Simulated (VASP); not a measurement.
Wanted: the native input for a VASP 6.6.1 run.

```
Task                   : single point
Functional             : PBE
Potentials or basis    : VASP PAW PBE potentials, release 64 (W_sv, S)
Cutoff                 : 520 eV
k mesh                 : 10 × 10 × 10
Occupations            : gaussian, width 0.01 eV
Spin                   : no spin polarisation
Dipole correction      : no
Further INCAR settings : ALGO = Normal; EDIFF = 1e-06; NBANDS = 20
```

The structure of WS2 lies in POSCAR:

```
WS2
1.0
    1.5858866930      0.9156121092      6.2374696033
   -1.5858866930      0.9156121092      6.2374696033
    0.0000000000     -1.8312242183      6.2374696033
W S
1 2
Direct
   -0.0000115684     -0.0000115684     -0.0000115684
    0.4167981707      0.4167981707      0.4167981707
    0.2498800644      0.2498800644      0.2498800644
```

One way to write it, as run:

INCAR

```
PREC = Accurate ; ENCUT = 520
EDIFF = 1E-6 ; ISMEAR = 0
SIGMA = 0.01 ; LREAL = F
LASPH = T ; NELM = 100
ALGO = Normal ; ISIF = 2
LWAVE = F ; LCHARG = F
GGA = PE ; NBANDS = 20
```

KPOINTS

```
Automatic mesh
0
Gamma
  10 10 10
```

Potentials or basis: VASP PAW PBE potentials, release 64 (W_sv, S).

Run with:

```sh
$ cat potpaw_PBE.64/W_sv/POTCAR potpaw_PBE.64/S/POTCAR > POTCAR
$ mpirun -np 1 vasp_std > vasp.out
```

Results of the run:

* Pressure: 3.2 GPa
* Largest force: 0.197 eV/Å
* Band gap on the k mesh: 1.14 eV (least direct gap 2.19 eV)

Caveat: the cell stands under pressure; spin-orbit coupling is left out, which moves the levels of the heavy elements.

Wall time 3.7 min on 1 thread of Intel(R) Xeon(R) Platinum 8559C (Emerald Rapids), with other jobs on the host, peak memory 0.38 GiB.
